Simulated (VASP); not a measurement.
# Al3InAs4 (Amm2) in VASP: notebook

Al3InAs4 is run at these levels: PBE; tasks: relaxation of shape and atoms at fixed volume.

Everything below comes from runs of VASP 6.6.1. Logs are shortened: lines on timing, memory, paths and dates and some standing lists are left out, and cuts for length are marked.

### Step 1. The cell of the first run

It takes space group Amm2 (No. 38, orthorhombic). Conventional cell: a = 3.999 Å, b = 8.006 Å, c = 11.312 Å, α = 90.00°, β = 90.00°, γ = 90.00°. Within 3.2 Å of Al (site symmetry mm2) lie 4 As at 2.42 to 2.45 Å. Al (site symmetry m) has 4 As at 2.39 to 2.44 Å within 3.2 Å. In (site symmetry mm2) has 4 As at 2.54 to 2.55 Å within 3.3 Å. Within 3.2 Å of As (site symmetry m) lie 3 Al at 2.41 to 2.42 Å and 1 In at 2.55 Å. As (site symmetry mm2) has 2 Al at 2.39 Å and 2 In at 2.54 Å within 3.2 Å. Within 3.2 Å of As (site symmetry mm2) lie 4 Al at 2.44 to 2.45 Å.

### Step 2. Relaxation of shape and atoms at fixed volume, PBE (22.64 Å³/atom)

File INCAR:

```
SYSTEM = Al3InAs4
ALGO = Normal ; EDIFF = 1E-6
EDIFFG = -0.01 ; ENCUT = 600
GGA = PE ; IBRION = 2
ISIF = 4 ; ISMEAR = 0
LASPH = .True. ; LCHARG = .False.
LREAL = .False. ; LWAVE = .False.
NELM = 100 ; NSW = 50
PREC = Accurate ; SIGMA = 0.02
```

File KPOINTS:

```
k-points
0
Gamma
  8 4 4
  0 0 0
```

File POSCAR:

```
Al3InAs4
1.0
    3.9992917072      0.0000000000      0.0000000000
    0.0000000000      4.0030942284      5.6560306916
    0.0000000000     -4.0030942284      5.6560306916
Al In As
3 1 4
Direct
    0.0000000000     -0.0004326030     -0.0004326030
    0.5000000000      0.5013548136      0.9984115363
    0.5000000000      0.9984115363      0.5013548136
    0.0000000000      0.5011362469      0.5011362469
    0.0000000000      0.8919986880      0.3692620857
    0.5000000000      0.3631485395      0.3631485395
    0.0000000000      0.3692620857      0.8919986880
    0.5000000000      0.8751216930      0.8751216930
```

Potentials or basis: VASP PAW PBE potentials, release 64 (Al, In_d, As).

Launch:

```sh
$ cat potpaw_PBE.64/Al/POTCAR potpaw_PBE.64/In_d/POTCAR potpaw_PBE.64/As/POTCAR > POTCAR
$ mpirun -np 1 vasp_std > vasp.out
```

OUTCAR:

```text
SYSTEM = Al3InAs4
   EDIFF = 1E-6
   EDIFFG = -0.01
   ENCUT = 600
   GGA = PE
   IBRION = 2
   ISIF = 4
   ISMEAR = 0
   LASPH = .True.
   LREAL = .False.
   NELM = 100
   NSW = 50
   PREC = Accurate

 ion  position               nearest neighbor table
   1  0.000  1.000  1.000-   5 2.42   7 2.42   8 2.45   8 2.45
   2  0.500  0.501  0.998-   6 2.39   7 2.41   7 2.41   8 2.44
   3  0.500  0.998  0.501-   6 2.39   5 2.41   5 2.41   8 2.44
   4  0.000  0.501  0.501-   6 2.54   6 2.54   7 2.55   5 2.55
   5  0.000  0.892  0.369-   3 2.41   3 2.41   1 2.42   4 2.55
   6  0.500  0.363  0.363-   2 2.39   3 2.39   4 2.54   4 2.54
   7  0.000  0.369  0.892-   2 2.41   2 2.41   1 2.42   4 2.55
   8  0.500  0.875  0.875-   2 2.44   3 2.44   1 2.45   1 2.45

  LATTYP: Found a base centered orthorhombic cell.
 ALAT       =     8.0061884568
 B/A-ratio  =     1.4129147027
 C/A-ratio  =     0.4995250522

  Lattice vectors:

 A1 = (   0.0000000000,   4.0030942284,  -5.6560306916)
 A2 = (   0.0000000000,   4.0030942284,   5.6560306916)
 A3 = (   3.9992917072,   0.0000000000,   0.0000000000)

Analysis of symmetry for initial positions (statically):
=====================================================================
 Subroutine PRICEL returns:
 Original cell was already a primitive cell.

 Routine SETGRP: Setting up the symmetry group for a
 base centered orthorhombic supercell.

 Subroutine GETGRP returns: Found  4 space group operations
 (whereof  4 operations were pure point group operations)
 out of a pool of  8 trial point group operations.

The static configuration has the point symmetry C_2v.

Analysis of symmetry for dynamics (positions and initial velocities):
=====================================================================
 Subroutine PRICEL returns:
 Original cell was already a primitive cell.

 Routine SETGRP: Setting up the symmetry group for a
 base centered orthorhombic supercell.

 Subroutine GETGRP returns: Found  4 space group operations
 (whereof  4 operations were pure point group operations)
 out of a pool of  8 trial point group operations.

The dynamic configuration has the point symmetry C_2v.

 Subroutine INISYM returns: Found  4 space group operations
 (whereof  4 operations are pure point group operations),
 and found     1 'primitive' translations

----------------------------------------------------------------------------------------

                                     Primitive cell

  volume of cell :     181.1009

  direct lattice vectors                    reciprocal lattice vectors
     3.999291707  0.000000000  0.000000000     0.250044276  0.000000000  0.000000000
     0.000000000  4.003094228  5.656030692     0.000000000  0.124903380  0.088401218
     0.000000000 -4.003094228  5.656030692     0.000000000 -0.124903380  0.088401218

  length of vectors
     3.999291707  6.929317902  6.929317902     0.250044276  0.153021664  0.153021664

  position of ions in fractional coordinates (direct lattice)
     0.000000000  0.999567397  0.999567397
     0.500000000  0.501354814  0.998411536
     0.500000000  0.998411536  0.501354814
     0.000000000  0.501136247  0.501136247
     0.000000000  0.891998688  0.369262086
     0.500000000  0.363148540  0.363148540
     0.000000000  0.369262086  0.891998688
     0.500000000  0.875121693  0.875121693

  ion indices of the primitive-cell ions
   primitive index   ion index
                 1           1
                 2           2
                 3           3
                 4           4
                 5           5
                 6           6
                 7           7
                 8           8

----------------------------------------------------------------------------------------

 KPOINTS: k-points

Automatic generation of k-mesh.
 Grid dimensions read from file:
 generate k-points for:    8    4    4

 Generating k-lattice:

  Cartesian coordinates                     Fractional coordinates (reciprocal lattice)
     0.031255535  0.000000000  0.000000000     0.125000000  0.000000000  0.000000000
     0.000000000  0.031225845  0.022100304     0.000000000  0.250000000  0.000000000
     0.000000000 -0.031225845  0.022100304     0.000000000  0.000000000  0.250000000

  Length of vectors
     0.031255535  0.038255416  0.038255416

  Shift w.r.t. Gamma in fractional coordinates (k-lattice)
     0.000000000  0.000000000  0.000000000

 Subroutine IBZKPT returns following result:
 ===========================================

 Found     35 irreducible k-points:

 Following reciprocal coordinates:
            Coordinates               Weight
  0.000000  0.000000  0.000000      1.000000
  0.125000  0.000000  0.000000      2.000000
  0.250000  0.000000  0.000000      2.000000
  0.375000  0.000000  0.000000      2.000000
  0.500000  0.000000  0.000000      1.000000
  0.000000  0.250000  0.000000      4.000000
[... 16 lines left out ...]
  0.250000  0.500000  0.250000      8.000000
  0.375000  0.500000  0.250000      8.000000
 [... further k-points ...]
   k-points           NKPTS =     35   k-points in BZ     NKDIM =     35   number of bands    NBANDS=     26
   number of dos      NEDOS =    301   number of ions     NIONS =      8
   total plane-waves  NPLWV = 100352
   dimension x,y,z NGX =    32 NGY =   56 NGZ =   56
   dimension x,y,z NGXF=    64 NGYF=  112 NGZF=  112
   ions per type =               3   1   4
   NGX,Y,Z   is equivalent  to a cutoff of  13.30, 13.44, 13.44 a.u.
   NGXF,Y,Z  is equivalent  to a cutoff of  26.60, 26.87, 26.87 a.u.
 SYSTEM =  Al3InAs4
   PREC   = accura    normal or accurate (medium, high low for compatibility)
   ISTART =      0    job   : 0-new  1-cont  2-samecut
   ICHARG =      2    charge: 1-file 2-atom 10-const
   ISPIN  =      1    spin polarized calculation?
   LNONCOLLINEAR =      F non collinear calculations
   LSORBIT =      F    spin-orbit coupling
   LASPH  =      T    aspherical Exc in radial PAW
   ENCUT  =  600.0 eV  44.10 Ry    6.64 a.u.   7.99 13.84 13.84*2*pi/ulx,y,z
   NELM   =    100;   NELMIN=  2; NELMDL= -5     # of ELM steps
   EDIFF  = 0.1E-05   stopping-criterion for ELM
   LREAL  =      F    real-space projection
   EDIFFG = -.1E-01   stopping-criterion for IOM
   NSW    =     50    number of steps for IOM
   IBRION =      2    ionic relax: 0-MD 1-quasi-New 2-CG
   NFREE  =      1    steps in history (QN), initial steepest desc. (CG)
   ISIF   =      4    stress and relaxation
   ISYM   =      2    0-nonsym 1-usesym 2-fastsym
   POTIM  = 0.5000    time-step for ionic-motion
   TEBEG  =    0.0;   TEEND  =   0.0 temperature during run
   PSTRESS=    0.0 pullay stress
   NELECT =      42.0000    total number of electrons
   NUPDOWN=      -1.0000    fix difference up-down
   EMIN   =  10.00;   EMAX   =-10.00  energy-range for DOS
   EFERMI =   0.00;   METHOD = LEGACY
   ISMEAR =     0;   SIGMA  =   0.02  broadening in eV -4-tet -1-fermi 0-gaus
   EFERMI_NEDOS =   21; number of points for ismear=-14 and -15
   IALGO  =     38    algorithm
   IMIX   =      4    mixing-type and parameters
     AMIX     =   0.40;   BMIX     =  1.00
     AMIX_MAG =   1.60;   BMIX_MAG =  1.00
  volume/ion in A,a.u.               =      22.64       152.77
  Fermi-wavevector in a.u.,A,eV,Ry     =   1.005814  1.900713 13.764497  1.011662
  Thomas-Fermi vector in A             =   2.138517
   LORBIT       =      0    0 simple, 1 ext, 2 COOP (PROOUT), +10 PAW based schemes
   GGA     = PE    functional components
   LHFCALC =     F    Hartree Fock is set to
   AEXX    =    0.0000 exact exchange contribution
   IVDW    =     0    specifies the selected vdW correction
   LEPSILON=     F    determine dielectric tensor
   LRPA    =     F    only Hartree local field effects (RPA)
 conjugate gradient relaxation of ions
 non-spin polarized calculation
 Gauss-broadening in eV      SIGMA  =   0.02
  energy-cutoff  :      600.00
  volume of cell :      181.10
 maximum number of plane-waves:      6124
 NGX is ok and might be reduce to    32
   NGX = 15   NGY = 27   NGZ = 27

--------------------------------------- Ionic step        1  -------------------------------------------

 number of electron      42.0000006 magnetization

 Free energy of the ion-electron system (eV)
  ---------------------------------------------------
  ext. energy  EPLUGINS =         0.00000000
  ---------------------------------------------------
  free energy    TOTEN  =       -35.35471462 eV

  energy without entropy =      -35.35471462  energy(sigma->0) =      -35.35471462

------------------------ aborting loop because EDIFF is reached ----------------------------------------

  FORCE on cell =-STRESS in cart. coord.  units (eV):
  Direction    XX          YY          ZZ          XY          YZ          ZX
  --------------------------------------------------------------------------------------
  -------------------------------------------------------------------------------------
  Total        8.3505873      8.3770734      8.3440255      0.0000000      0.0000000      0.0000000
  in kB       73.8766093     74.1109286     73.8185582      0.0000000      0.0000000      0.0000000
  external PRESSURE =      73.9353654 kB  Pullay stress =       0.0000000 kB
[... 111 lines left out ...]
  energy  without entropy=      -35.3550939137  energy(sigma->0) =      -35.35509391

--------------------------------------- Ionic step        4  -------------------------------------------

 number of electron      42.0000005 magnetization

 Free energy of the ion-electron system (eV)
  ---------------------------------------------------
  ext. energy  EPLUGINS =         0.00000000
  ---------------------------------------------------
  free energy    TOTEN  =       -35.35510424 eV

  energy without entropy =      -35.35510424  energy(sigma->0) =      -35.35510424

 E-fermi :   4.8899     XC(G=0):  -9.2908

 val. band max:        4.7726344612   @ k =   0.0000   0.0000   0.0000
 cond. band min:       5.8594126817   @ k =   0.5000   0.5000   0.5000
 fundamental gap:      1.0867782205
 Fermi energy:         4.8898686457

 k-point     1 :       0.0000    0.0000    0.0000
  band No.  band energies     occupation
      1      -9.6163      2.00000
      2      -9.5622      2.00000
      3      -9.4797      2.00000
      4      -9.3897      2.00000
      5      -9.3686      2.00000
      6      -7.6181      2.00000
[... 685 lines left out ...]
     25       7.4462      0.00000
     26       7.8381      0.00000

 [... further k-points ...]

------------------------ aborting loop because EDIFF is reached ----------------------------------------

  FORCE on cell =-STRESS in cart. coord.  units (eV):
  Direction    XX          YY          ZZ          XY          YZ          ZX
  --------------------------------------------------------------------------------------
  -------------------------------------------------------------------------------------
  Total        8.3230685      8.3578385      8.3288063      0.0000000      0.0000000      0.0000000
  in kB       73.6331536     73.9407596     73.6839157      0.0000000      0.0000000      0.0000000
  external PRESSURE =      73.7526096 kB  Pullay stress =       0.0000000 kB
[... 23 lines left out ...]
  FREE ENERGIE OF THE ION-ELECTRON SYSTEM (eV)
  ---------------------------------------------------
  free  energy   TOTEN  =       -35.3551042351 eV

  energy  without entropy=      -35.3551042351  energy(sigma->0) =      -35.35510424

 reached required accuracy - stopping structural energy minimisation
```

Run time: 5.4 min. Hardware: 1 thread of Intel Xeon Platinum 8259CL at 2.50GHz (Skylake/Cascade Lake), shared host; peak memory 0.45 GiB.

Results:

```yaml
Free_energy: -35.3551 eV
Energy_gained_by_relaxing: 0.0 meV/atom
Ionic_steps: 4
Pressure_after_relaxing: 7.4 GPa
Largest_force_after_relaxing: 0.005 eV/Å
Band_gap_on_the_k_mesh: 1.09 eV (least direct gap 1.19 eV)
```

Forces in eV/Å, atoms in the order of the input:
```
Al   0.000  0.000 -0.002
Al   0.000  0.000 -0.004
Al   0.000  0.000 -0.004
In   0.000  0.000 -0.005
As   0.000  0.000  0.003
As   0.000  0.000  0.003
As   0.000  0.000  0.003
As   0.000  0.000  0.005
```

The path:
```
step  energy change (eV)  largest force (eV/Å)  pressure (GPa)  volume (Å³)
   1              0.0000                0.0484            7.39       181.10
   2             -0.0003                0.0191            7.39       181.10
   3             -0.0004                0.0108            7.38       181.10
   4             -0.0004                0.0054            7.38       181.10
```

Final structure:
```
Al In As
1.0
     3.99973    0.00000    0.00000
     0.00000    4.00352    5.65480
     0.00000   -4.00352    5.65480
Al In As
3 1 4
Direct
  0.00000 0.99936 0.99936
  0.50000 0.50188 0.99791
  0.50000 0.99791 0.50188
  0.00000 0.50135 0.50135
  0.00000 0.89242 0.36903
  0.50000 0.36288 0.36288
  0.00000 0.36903 0.89242
  0.50000 0.87517 0.87517
```

Caveat: spin-orbit coupling is left out, which moves the levels of the heavy elements. A k mesh can miss the band edges.

### Step 3. Relaxation of shape and atoms at fixed volume, PBE (24.13 Å³/atom)

This run uses another cell than the first one, of 24.13 Å³/atom.

File INCAR:

```
SYSTEM = Al3InAs4
  PREC = Accurate
  ENCUT = 600
  EDIFF = 1E-6
  ISMEAR = 0
  SIGMA = 0.02
  LREAL = .FALSE.
  LASPH = .TRUE.
  NELM = 100
  ALGO = Normal
  ISIF = 4
  LWAVE = .FALSE.
  LCHARG = .FALSE.
  GGA = PE
  IBRION = 2
  NSW = 50
  EDIFFG = -0.01
```

File KPOINTS:

```
Automatic mesh
0
G
  8 4 4
  0 0 0
```

File POSCAR:

```
Al3InAs4
1.0
    4.0852399982      0.0000000000      0.0000000000
    0.0000000000      4.0879740973      5.7795667555
    0.0000000000     -4.0879740973      5.7795667555
Al In As
3 1 4
Direct
    0.0000000000      0.0000500000      0.0000500000
    0.5000000000      0.5005480000      0.9991990000
    0.5000000000      0.9991990000      0.5005480000
    0.0000000000      0.5007010000      0.5007010000
    0.0000000000      0.8911230000      0.3697220000
    0.5000000000      0.3635940000      0.3635940000
    0.0000000000      0.3697220000      0.8911230000
    0.5000000000      0.8750640000      0.8750640000
```

Potentials or basis: VASP PAW PBE potentials, release 64 (Al, In_d, As).

Launch:

```sh
$ cat potpaw_PBE.64/Al/POTCAR potpaw_PBE.64/In_d/POTCAR potpaw_PBE.64/As/POTCAR > POTCAR
$ mpirun -np 1 vasp_std > vasp.out
```

It took 4.2 min on 1 thread of AMD EPYC 9R45 (Zen 5), shared host; peak memory 0.47 GiB.

The run converged. Its results:

| Quantity | Value |
| --- | --- |
| Free energy | -35.7003 eV |
| Energy gained by relaxing | 0.0 meV/atom |
| Ionic steps | 4 |
| Pressure after relaxing | 2.2 GPa |
| Largest force after relaxing | 0.006 eV/Å |
| Band gap on the k mesh | 1.17 eV |

Forces in eV/Å, atoms in the order of the input:
```
Al   0.000  0.000 -0.002
Al   0.000 -0.002 -0.004
Al   0.000  0.002 -0.004
In   0.000  0.000 -0.006
As   0.000  0.002  0.003
As   0.000  0.000  0.005
As   0.000 -0.002  0.003
As   0.000  0.000  0.004
```

Step by step:
```tsv
step	energy change (eV)	largest force (eV/Å)	pressure (GPa)	volume (Å³)
1	0.0000	0.0383	2.18	193.04
2	-0.0002	0.0172	2.17	193.04
3	-0.0003	0.0109	2.17	193.04
4	-0.0003	0.0057	2.16	193.04
```

Final structure:
```cif
data_structure
_symmetry_space_group_name_H-M 'P 1'
_symmetry_Int_Tables_number 1
_cell_length_a 4.0854
_cell_length_b 7.0790
_cell_length_c 7.0790
_cell_angle_alpha 70.548
_cell_angle_beta 90.000
_cell_angle_gamma 90.000
_cell_volume 193.04
loop_
_atom_site_label
_atom_site_type_symbol
_atom_site_fract_x
_atom_site_fract_y
_atom_site_fract_z
_atom_site_occupancy
Al1 Al 0.00000 0.99981 0.99981 1
Al2 Al 0.50000 0.50101 0.99877 1
Al3 Al 0.50000 0.99877 0.50101 1
In1 In 0.00000 0.50089 0.50089 1
As1 As 0.00000 0.89146 0.36956 1
As2 As 0.50000 0.36340 0.36340 1
As3 As 0.00000 0.36956 0.89146 1
As4 As 0.50000 0.87510 0.87510 1
```

Levels at points of the mesh, in eV from the valence-band top:
| k point | band 17 | band 18 | band 19 | band 20 | band 21 | band 22 | band 23 | band 24 | band 25 | band 26 |
| --- | --- | --- | --- | --- | --- | --- | --- | --- | --- | --- |
| (0.00, 0.00, 0.00) | -1.07 | -0.95 | -0.20 | -0.15 | 0.00 | 1.17 | 1.26 | 1.65 | 1.73 | 2.05 |
| (0.50, 0.00, 0.00) | -3.05 | -2.98 | -2.79 | -1.28 | -0.92 | 2.82 | 3.15 | 4.12 | 4.14 | 4.98 |
| (0.00, 0.50, 0.00) | -1.77 | -0.88 | -0.88 | -0.47 | -0.34 | 1.91 | 2.11 | 2.14 | 2.57 | 4.38 |
| (0.50, 0.50, 0.00) | -2.76 | -1.94 | -1.93 | -1.74 | -1.50 | 2.11 | 2.13 | 2.33 | 2.67 | 4.60 |
| (0.00, 0.50, 0.50) | -1.70 | -1.53 | -1.31 | -1.28 | -0.72 | 2.18 | 2.33 | 2.82 | 3.09 | 3.30 |
| (0.50, 0.50, 0.50) | -2.31 | -1.25 | -1.03 | -0.92 | -0.81 | 1.21 | 1.33 | 1.43 | 1.78 | 1.81 |

Caveat: spin-orbit coupling is left out, which moves the levels of the heavy elements.
